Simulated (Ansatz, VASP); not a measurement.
## KBr: VASP beside Ansatz

```
K Br
1.0
     4.07916    0.00000    0.00000
     0.00000    4.07916    0.00000
     0.00000    0.00000    4.07916
K Br
1 1
Direct
  0.00000 0.00000 0.00000
  0.50000 0.50000 0.50000
```

Alike in both runs: task single point; functional PBE; k mesh 6 × 6 × 6; no spin polarisation.

|  | VASP | Ansatz |
| --- | --- | --- |
| version | VASP 6.6.1 | Ansatz 0.2.0 |
| potentials or method | VASP PAW PBE potentials, release 64 (K_sv, Br) | plane waves, PAW |
| plane-wave cutoff (eV) | 520 | 420 |
| occupations | gaussian, width 0.01 eV | fixed |
| valence electrons in the cell | 16 | 16 |

|  | VASP | Ansatz | Ansatz less VASP |
| --- | --- | --- | --- |
| gap on the k mesh at the Fermi level (eV) | 3.79 | 3.79 | 0.000 |
| pressure (GPa) | -0.4 | -0.4 | -0.02 |
